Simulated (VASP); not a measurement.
# Co3O4 (Fd-3m) in VASP: further runs

Co3O4 is run at these levels: PBEsol+U; tasks: single point.

Everything below comes from runs of VASP 6.6.1. Logs are shortened: lines on timing, memory, paths and dates and some standing lists are left out, and cuts for length are marked.

## Step 1: The cell of the first run

Symmetry: Fd-3m, No. 227, cubic system. Conventional cell: a = 8.118 Å, b = 8.118 Å, c = 8.118 Å, α = 90.00°, β = 90.00°, γ = 90.00°. Within 2.6 Å of Co (site symmetry -43m) lie 4 O at 1.93 Å. Within 2.6 Å of Co (site symmetry -3m) lie 6 O at 1.93 Å. O (site symmetry 3m) has 4 Co at 1.93 Å and 3 O at 2.58 Å within 2.6 Å.

## Step 2: Single point, PBEsol+U, collinear spin, ferromagnetic start

Input file INCAR:

```
ALGO     = Normal         # electronic algorithm
EDIFF    = 1E-7           # SCF threshold, eV
ENCUT    = 520            # plane-wave cutoff, eV
GGA      = PS             # functional
ISIF     = 2              # what is computed and relaxed
ISMEAR   = -1             # smearing method
ISPIN    = 2              # spin polarisation
LASPH    = True           # aspherical terms in the spheres
LCHARG   = False          # write CHGCAR
LDAU     = True           # DFT+U
LDAUJ    = 0 0          
LDAUL    = 2 -1           # shell
LDAUPRINT= 1            
LDAUTYPE = 2            
LDAUU    = 2.9 0          # U, eV
LMAXMIX  = 4              # l up to which the mixer works
LORBIT   = 11             # projections on sites
LREAL    = False          # projectors in reciprocal space
LWAVE    = False          # write WAVECAR
MAGMOM   = 3 3 3 3 3 3 0 0 0 0 0 0 0 0 # initial moments
NBANDS   = 68             # bands
NELM     = 150            # most SCF steps
PREC     = Accurate       # precision mode
SIGMA    = 0.05           # smearing width, eV
```

Input file KPOINTS:

```
k-points
0
Gamma
  3 3 3
```

Input file POSCAR:

```
Co3O4
1.0
    0.0000000000      4.0589000000      4.0589000000
    4.0589000000      0.0000000000      4.0589000000
    4.0589000000      4.0589000000      0.0000000000
Co O
6 8
Direct
    0.7500000000      0.7500000000      0.7500000000
    0.5000000000      0.5000000000      0.5000000000
    0.1250000000      0.1250000000      0.1250000000
    0.6250000000      0.1250000000      0.1250000000
    0.1250000000      0.1250000000      0.6250000000
    0.1250000000      0.6250000000      0.1250000000
    0.8875000000      0.8875000000      0.8875000000
    0.9125000000      0.3625000000      0.3625000000
    0.8875000000      0.8875000000      0.3375000000
    0.3625000000      0.9125000000      0.3625000000
    0.3375000000      0.8875000000      0.8875000000
    0.3625000000      0.3625000000      0.3625000000
    0.8875000000      0.3375000000      0.8875000000
    0.3625000000      0.3625000000      0.9125000000
```

Potentials or basis: VASP PAW PBE potentials, release 64 (Co, O).

Command:

```sh
$ cat potpaw_PBE.64/Co/POTCAR potpaw_PBE.64/O/POTCAR > POTCAR
$ mpirun -np 1 vasp_std > vasp.out
```

OUTCAR:

```text
EDIFF = 1E-7
   ENCUT = 520
   GGA = PS
   ISIF = 2
   ISMEAR = -1
   ISPIN = 2
   LASPH = True
   LORBIT = 11
   LREAL = False
   NELM = 150
   PREC = Accurate

 ion  position               nearest neighbor table
   1  0.750  0.750  0.750-   9 1.93  11 1.93  13 1.93   7 1.93
   2  0.500  0.500  0.500-   8 1.93  10 1.93  14 1.93  12 1.93
   3  0.125  0.125  0.125-   8 1.93   9 1.93  10 1.93  11 1.93  13 1.93  14 1.93   4 2.87   5 2.87
                             6 2.87   5 2.87   6 2.87   4 2.87
   4  0.625  0.125  0.125-   7 1.93  12 1.93  10 1.93   9 1.93  13 1.93  14 1.93   3 2.87   5 2.87
                             6 2.87   3 2.87   5 2.87   6 2.87
   5  0.125  0.125  0.625-   7 1.93  12 1.93  10 1.93  11 1.93   8 1.93  13 1.93   3 2.87   3 2.87
                             4 2.87   6 2.87   6 2.87   4 2.87
   6  0.125  0.625  0.125-   7 1.93  12 1.93   9 1.93  11 1.93   8 1.93  14 1.93   3 2.87   5 2.87
                             3 2.87   4 2.87   5 2.87   4 2.87
   7  0.888  0.888  0.888-   4 1.93   5 1.93   6 1.93   1 1.93
   8  0.913  0.362  0.362-   3 1.93   5 1.93   6 1.93   2 1.93
   9  0.888  0.888  0.337-   3 1.93   4 1.93   6 1.93   1 1.93
  10  0.362  0.913  0.362-   3 1.93   4 1.93   5 1.93   2 1.93
  11  0.337  0.888  0.888-   3 1.93   5 1.93   6 1.93   1 1.93
  12  0.362  0.362  0.362-   4 1.93   5 1.93   6 1.93   2 1.93
  13  0.888  0.337  0.888-   3 1.93   4 1.93   5 1.93   1 1.93
  14  0.362  0.362  0.913-   3 1.93   4 1.93   6 1.93   2 1.93

  LATTYP: Found a face centered cubic cell.
 ALAT       =     8.1178000000

  Lattice vectors:

 A1 = (   0.0000000000,   4.0589000000,   4.0589000000)
 A2 = (   4.0589000000,   0.0000000000,   4.0589000000)
 A3 = (   4.0589000000,   4.0589000000,   0.0000000000)

Analysis of symmetry for initial positions (statically):
=====================================================================
 Subroutine PRICEL returns:
 Original cell was already a primitive cell.

 Routine SETGRP: Setting up the symmetry group for a
 face centered cubic supercell.

 Subroutine GETGRP returns: Found 48 space group operations
 (whereof 24 operations were pure point group operations)
 out of a pool of 48 trial point group operations.

The static configuration has the point symmetry T_d .
 The point group associated with its full space group is O_h .

Analysis of symmetry for dynamics (positions and initial velocities):
=====================================================================
 Subroutine PRICEL returns:
 Original cell was already a primitive cell.

 Routine SETGRP: Setting up the symmetry group for a
 face centered cubic supercell.

 Subroutine GETGRP returns: Found 48 space group operations
 (whereof 24 operations were pure point group operations)
 out of a pool of 48 trial point group operations.

The dynamic configuration has the point symmetry T_d .
 The point group associated with its full space group is O_h .

Analysis of structural, dynamic, and magnetic symmetry:
=====================================================================
 Subroutine PRICEL returns:
 Original cell was already a primitive cell.

 Routine SETGRP: Setting up the symmetry group for a
 face centered cubic supercell.

 Subroutine GETGRP returns: Found 48 space group operations
 (whereof 24 operations were pure point group operations)
 out of a pool of 48 trial point group operations.

The overall configuration has the point symmetry T_d .
 The point group associated with its full space group is O_h .

 Subroutine INISYM returns: Found 48 space group operations
 (whereof 24 operations are pure point group operations),
 and found     1 'primitive' translations

----------------------------------------------------------------------------------------

[... 135 lines left out ...]
   NGX = 21   NGY = 21   NGZ = 21

atom =   1  type =  1  l = 2

 onsite density matrix

spin component  1
[... 182 lines left out ...]
[... 40 lines left out ...]
  band No.  band energies     occupation
      1     -13.5879      1.00000
      2     -12.1424      1.00000
      3     -11.8143      1.00000
      4     -11.8143      1.00000
      5     -11.8143      1.00000
      6     -11.7865      1.00000
[... 253 lines left out ...]
     62       9.8760      0.00000
     63      13.2025      0.00000
 [bands above 63 left out]

------------------------ aborting loop because EDIFF is reached ----------------------------------------

  FORCE on cell =-STRESS in cart. coord.  units (eV):
  Direction    XX          YY          ZZ          XY          YZ          ZX
  --------------------------------------------------------------------------------------
  -------------------------------------------------------------------------------------
  Total        3.7738503      3.7738503      3.7738503     -0.0000000     -0.0000000      0.0000000
  in kB       45.2105924     45.2105924     45.2105924     -0.0000000     -0.0000000      0.0000000
  external PRESSURE =      45.2105924 kB  Pullay stress =       0.0000000 kB

 VOLUME and BASIS-vectors are now :
 -----------------------------------------------------------------------------
  energy-cutoff  :      520.00
  volume of cell :      133.74
      direct lattice vectors                 reciprocal lattice vectors
     0.000000000  4.058900000  4.058900000    -0.123186085  0.123186085  0.123186085
     4.058900000  0.000000000  4.058900000     0.123186085 -0.123186085  0.123186085
     4.058900000  4.058900000  0.000000000     0.123186085  0.123186085 -0.123186085

 POSITION                                       TOTAL-FORCE (eV/Angst)
 -----------------------------------------------------------------------------------
      6.08835      6.08835      6.08835         0.000000      0.000000      0.000000
      4.05890      4.05890      4.05890         0.000000      0.000000      0.000000
      1.01473      1.01473      1.01473         0.000000      0.000000      0.000000
      1.01473      3.04418      3.04418         0.000000      0.000000      0.000000
      3.04418      3.04418      1.01473         0.000000      0.000000      0.000000
      3.04418      1.01473      3.04418         0.000000      0.000000      0.000000
      7.20455      7.20455      7.20455        -0.494772     -0.494772     -0.494772
      2.94270      5.17510      5.17510         0.494772     -0.494772     -0.494772
      4.97215      4.97215      7.20455         0.494772      0.494772     -0.494772
      5.17510      2.94270      5.17510        -0.494772      0.494772     -0.494772
      7.20455      4.97215      4.97215        -0.494772      0.494772      0.494772
      2.94270      2.94270      2.94270         0.494772      0.494772      0.494772
      4.97215      7.20455      4.97215         0.494772     -0.494772      0.494772
      5.17510      5.17510      2.94270        -0.494772     -0.494772      0.494772
 -----------------------------------------------------------------------------------
    total drift:                               -0.000000     -0.000000      0.000000

  FREE ENERGIE OF THE ION-ELECTRON SYSTEM (eV)
  ---------------------------------------------------
  free  energy   TOTEN  =       -88.9652010699 eV

  energy  without entropy=      -88.8031320569  energy(sigma->0) =      -88.88416656

 total charge

# of ion       s       p       d       tot
------------------------------------------
    1        0.376   0.469   7.146   7.990
    2        0.376   0.469   7.146   7.990
    3        0.415   0.631   7.224   8.270
    4        0.415   0.631   7.224   8.270
    5        0.415   0.631   7.224   8.270
    6        0.415   0.631   7.224   8.270
    7        1.563   3.434   0.000   4.997
    8        1.563   3.434   0.000   4.997
    9        1.563   3.434   0.000   4.997
   10        1.563   3.434   0.000   4.997
   11        1.563   3.434   0.000   4.997
   12        1.563   3.434   0.000   4.997
   13        1.563   3.434   0.000   4.997
   14        1.563   3.434   0.000   4.997
--------------------------------------------------
tot         14.915  30.938  43.185  89.038

 magnetization (x)

# of ion       s       p       d       tot
------------------------------------------
    1        0.025   0.064   2.497   2.586
    2        0.025   0.064   2.497   2.586
    3        0.014   0.023   2.009   2.046
    4        0.014   0.023   2.009   2.046
    5        0.014   0.023   2.009   2.046
    6        0.014   0.023   2.009   2.046
    7        0.018   0.041   0.000   0.059
    8        0.018   0.041   0.000   0.059
    9        0.018   0.041   0.000   0.059
   10        0.018   0.041   0.000   0.059
   11        0.018   0.041   0.000   0.059
   12        0.018   0.041   0.000   0.059
   13        0.018   0.041   0.000   0.059
   14        0.018   0.041   0.000   0.059
--------------------------------------------------
tot          0.250   0.551  13.030  13.830
```

Wall time 5.1 min (1 thread of Intel Xeon Platinum 8488C (Sapphire Rapids), shared host); peak memory 0.41 GiB.

What came out:

```
Free energy                                           : -88.9652 eV
Pressure                                              : 4.5 GPa
Largest force                                         : 0.857 eV/Å
Net moment                                            : 14.10 μB per cell
Site moments                                          : Co +2.59, +2.05 (each value once); O +0.06 μB
Valence electrons inside the program's atomic spheres : Co 7.99, 8.27 (each value once); O 5.00
```

Forces in eV/Å, atoms in the order of the input:
```
Co   0.000  0.000  0.000
Co   0.000  0.000  0.000
Co   0.000  0.000  0.000
Co   0.000  0.000  0.000
Co   0.000  0.000  0.000
Co   0.000  0.000  0.000
O   -0.495 -0.495 -0.495
O    0.495 -0.495 -0.495
O    0.495  0.495 -0.495
O   -0.495  0.495 -0.495
O   -0.495  0.495  0.495
O    0.495  0.495  0.495
O    0.495 -0.495  0.495
O   -0.495 -0.495  0.495
```

Levels at points of the mesh, in eV from the Fermi level:
Spin up:
```tsv
k point	band 53	band 54	band 55	band 56	band 57	band 58	band 59	band 60	band 61	band 62
(0.00, 0.00, 0.00)	-1.30	-1.30	0.27	0.27	0.27	0.41	0.41	0.41	0.67	0.67
```
Spin down:
```
           k point  band 41  band 42  band 43  band 44  band 45  band 46  band 47  band 48
(0.00, 0.00, 0.00)    -1.15    -1.15    -0.04    -0.04    -0.04     0.16     0.16     0.16
```

Eigenvalues of the final occupation matrices:
```
    site  spin  trace               eigenvalues
site 1 d     1   4.84  0.96 0.96 0.97 0.97 0.97
site 1 d     2   2.34  0.15 0.15 0.15 0.94 0.94
site 2 d     1   4.84  0.96 0.96 0.97 0.97 0.97
site 2 d     2   2.34  0.15 0.15 0.15 0.94 0.94
site 3 d     1   4.63  0.86 0.86 0.97 0.97 0.97
site 3 d     2   2.62  0.28 0.28 0.56 0.56 0.95
site 4 d     1   4.63  0.86 0.86 0.97 0.97 0.97
site 4 d     2   2.62  0.28 0.28 0.56 0.56 0.95
site 5 d     1   4.63  0.86 0.86 0.97 0.97 0.97
site 5 d     2   2.62  0.28 0.28 0.56 0.56 0.95
site 6 d     1   4.63  0.86 0.86 0.97 0.97 0.97
site 6 d     2   2.62  0.28 0.28 0.56 0.56 0.95
```

Caveat: the k points lie up to 0.45 Å⁻¹ apart; the PAW data sets were made with another functional, which shifts forces and pressure a little.

## Step 3: Single point, PBEsol+U, collinear spin

Input file INCAR:

```
PREC     = Accurate       # precision mode
ENCUT    = 520            # plane-wave cutoff, eV
EDIFF    = 1E-7           # SCF threshold, eV
ISMEAR   = -1             # smearing method
SIGMA    = 0.05           # smearing width, eV
LREAL    = F              # projectors in reciprocal space
LASPH    = T              # aspherical terms in the spheres
NELM     = 150            # most SCF steps
ALGO     = Normal         # electronic algorithm
ISIF     = 2              # what is computed and relaxed
LWAVE    = F              # write WAVECAR
LCHARG   = T              # write CHGCAR
ISPIN    = 2              # spin polarisation
MAGMOM   = 2.59 2.59 0.08 0.08 0.08 0.08 0.04 0.04 0.04 0.04 0.04 0.04 0.04 0.04 # initial moments
LORBIT   = 11             # projections on sites
LMAXMIX  = 4              # l up to which the mixer works
LDAU     = T              # DFT+U
LDAUTYPE = 2            
LDAUL    = 2 -1           # shell
LDAUU    = 2.9 0          # U, eV
LDAUJ    = 0 0          
LDAUPRINT= 1            
GGA      = PS             # functional
LELF     = T              # ELF
LVHAR    = T            
NBANDS   = 68             # bands
```

Input file KPOINTS:

```
Automatic mesh
0
Gamma
  3 3 3
```

POSCAR is that of step 2.

Potentials or basis: VASP PAW PBE potentials, release 64 (Co, O).

Command:

```sh
$ cat potpaw_PBE.64/Co/POTCAR potpaw_PBE.64/O/POTCAR > POTCAR
$ mpirun -np 1 vasp_std > vasp.out
```

It took 4 min on 1 thread of Intel Xeon Platinum 8488C (Sapphire Rapids), shared host; peak memory 0.41 GiB.

It converged, with:

```yaml
Free_energy: -93.1696 eV
Pressure: -9.4 GPa
Largest_force: 0.580 eV/Å
Band_gap_on_the_k_mesh: 1.69 eV
Net_moment: 6.00 μB per cell
Site_moments: Co +2.60, +0.08 (each value once); O +0.04 μB
Valence_electrons_inside_the_program's_atomic_spheres: Co 7.99, 8.34 (each value once); O 4.99
```

Forces on the atoms (eV/Å):
```
Co   0.000  0.000  0.000
Co   0.000  0.000  0.000
Co   0.000  0.000  0.000
Co   0.000  0.000  0.000
Co   0.000  0.000  0.000
Co   0.000  0.000  0.000
O    0.335  0.335  0.335
O   -0.335  0.335  0.335
O   -0.335 -0.335  0.335
O    0.335 -0.335  0.335
O    0.335 -0.335 -0.335
O   -0.335 -0.335 -0.335
O   -0.335  0.335 -0.335
O    0.335  0.335 -0.335
```

Levels at points of the mesh, in eV from the valence-band top:
Spin up:
| k point | band 52 | band 53 | band 54 | band 55 | band 56 | band 57 |
| --- | --- | --- | --- | --- | --- | --- |
| (0.00, 0.00, 0.00) | -0.44 | -0.44 | -0.44 | 2.59 | 2.59 | 2.59 |
Spin down:
```csv
k point,band 45,band 46,band 47,band 48,band 49,band 50,band 51,band 52
"(0.00, 0.00, 0.00)",-0.66,-0.66,-0.45,-0.45,1.79,1.79,1.79,2.90
```

Eigenvalues of the final occupation matrices:
```
    site  spin  trace               eigenvalues
site 1 d     1   4.86  0.96 0.96 0.98 0.98 0.98
site 1 d     2   2.33  0.15 0.15 0.15 0.94 0.94
site 2 d     1   4.86  0.96 0.96 0.98 0.98 0.98
site 2 d     2   2.33  0.15 0.15 0.15 0.94 0.94
site 3 d     1   3.71  0.40 0.40 0.97 0.97 0.97
site 3 d     2   3.64  0.38 0.38 0.96 0.96 0.96
site 4 d     1   3.71  0.40 0.40 0.97 0.97 0.97
site 4 d     2   3.64  0.38 0.38 0.96 0.96 0.96
site 5 d     1   3.71  0.40 0.40 0.97 0.97 0.97
site 5 d     2   3.64  0.38 0.38 0.96 0.96 0.96
site 6 d     1   3.71  0.40 0.40 0.97 0.97 0.97
site 6 d     2   3.64  0.38 0.38 0.96 0.96 0.96
```

Caveat: the k points lie up to 0.45 Å⁻¹ apart; the PAW data sets were made with another functional, which shifts forces and pressure a little; an odd mesh through Γ misses points on the zone boundary, where band edges can lie.

## Step 4: Single point, PBEsol+U, collinear spin, ferromagnetic start

Input file INCAR:

```
ALGO = Normal
EDIFF = 1E-6
ENCUT = 520
GGA = PS
ISIF = 2
ISMEAR = -1
ISPIN = 2
LASPH = True
LCHARG = False
LDAU = True
LDAUJ = 0 0
LDAUL = 2 -1
LDAUPRINT = 1
LDAUTYPE = 2
LDAUU = 2.9 0
LMAXMIX = 4
LORBIT = 11
LREAL = False
LWAVE = False
MAGMOM = 4.2 4.2 4.2 4.2 4.2 4.2 0 0 0 0 0 0 0 0
NBANDS = 68
NELM = 150
PREC = Accurate
SIGMA = 0.05
```

Input file KPOINTS:

```
k-points
0
Gamma
  3 3 3
```

POSCAR is that of step 3.

Command:

```sh
$ cat potpaw_PBE.64/Co/POTCAR potpaw_PBE.64/O/POTCAR > POTCAR
$ mpirun -np 1 vasp_std > vasp.out
```

It took 5 min on 1 thread of Intel Xeon Platinum 8488C (Sapphire Rapids), shared host; peak memory 0.42 GiB.

It converged, with:

```
Free energy                                           : -86.4675 eV
Pressure                                              : 4.6 GPa
Largest force                                         : 1.561 eV/Å
Net moment                                            : 15.91 μB per cell
Site moments                                          : Co +2.78, +2.19 (each value once); O +0.17 μB
Valence electrons inside the program's atomic spheres : Co 7.92, 8.28 (each value once); O 4.99
```

Forces on the atoms (eV/Å):
```
Co   0.000  0.000  0.000
Co   0.000  0.000  0.000
Co   0.000  0.000  0.000
Co   0.000  0.000  0.000
Co   0.000  0.000  0.000
Co   0.000  0.000  0.000
O   -0.901 -0.901 -0.901
O    0.901 -0.901 -0.901
O    0.901  0.901 -0.901
O   -0.901  0.901 -0.901
O   -0.901  0.901  0.901
O    0.901  0.901  0.901
O    0.901 -0.901  0.901
O   -0.901 -0.901  0.901
```

Levels at points of the mesh, in eV from the Fermi level:
Spin up:
| k point | band 56 | band 57 | band 58 | band 59 | band 60 | band 61 |
| --- | --- | --- | --- | --- | --- | --- |
| (0.00, 0.00, 0.00) | 0.15 | 0.15 | 0.32 | 0.32 | 0.32 | 0.52 |
Spin down:
| k point | band 40 | band 41 | band 42 | band 43 | band 44 | band 45 |
| --- | --- | --- | --- | --- | --- | --- |
| (0.00, 0.00, 0.00) | -0.12 | -0.12 | 0.07 | 0.07 | 0.16 | 0.16 |

Eigenvalues of the final occupation matrices:
```tsv
site	spin	trace	eigenvalues
site 1 d	1	4.89	0.97 0.97 0.98 0.98 0.98
site 1 d	2	2.19	0.28 0.28 0.54 0.54 0.54
site 2 d	1	4.89	0.97 0.97 0.98 0.98 0.98
site 2 d	2	2.19	0.28 0.28 0.54 0.54 0.54
site 3 d	1	4.72	0.90 0.90 0.97 0.97 0.97
site 3 d	2	2.57	0.28 0.28 0.57 0.57 0.87
site 4 d	1	4.72	0.90 0.90 0.97 0.97 0.97
site 4 d	2	2.57	0.28 0.28 0.57 0.57 0.87
site 5 d	1	4.72	0.90 0.90 0.97 0.97 0.97
site 5 d	2	2.57	0.28 0.28 0.57 0.57 0.87
site 6 d	1	4.72	0.90 0.90 0.97 0.97 0.97
site 6 d	2	2.57	0.28 0.28 0.57 0.57 0.87
```

Caveat: the k points lie up to 0.45 Å⁻¹ apart; the PAW data sets were made with another functional, which shifts forces and pressure a little. The state reached can hang on the start; a lower one may exist.

## Step 5: Single point, PBEsol+U, collinear spin, ferrimagnetic start

Input file INCAR:

```
SYSTEM = Co3O4
  ALGO = Normal
  EDIFF = 1E-7
  ENCUT = 520
  GGA = PS
  ISIF = 2
  ISMEAR = -1
  ISPIN = 2
  LASPH = .True.
  LCHARG = .False.
  LDAU = .True.
  LDAUJ = 0 0
  LDAUL = 2 -1
  LDAUPRINT = 1
  LDAUTYPE = 2
  LDAUU = 2.9 0
  LMAXMIX = 4
  LORBIT = 11
  LREAL = .False.
  LWAVE = .False.
  MAGMOM = 3 3 3 3 -3 3 0 0 0 0 0 0 0 0
  NBANDS = 68
  NELM = 150
  PREC = Accurate
  SIGMA = 0.05
```

Input file KPOINTS:

```
k-points
0
Gamma
  3 3 3
  0 0 0
```

POSCAR is that of step 4.

Command:

```sh
$ cat potpaw_PBE.64/Co/POTCAR potpaw_PBE.64/O/POTCAR > POTCAR
$ mpirun -np 1 vasp_std > vasp.out
```

It took 13 min on 1 thread of Intel Xeon Platinum 8488C (Sapphire Rapids), shared host; peak memory 0.43 GiB.

The run converged, but its numbers aren't listed here, since they failed a check.

Caveat: the k points lie up to 0.45 Å⁻¹ apart; the result breaks the symmetry of the cell; the PAW data sets were made with another functional, which shifts forces and pressure a little.
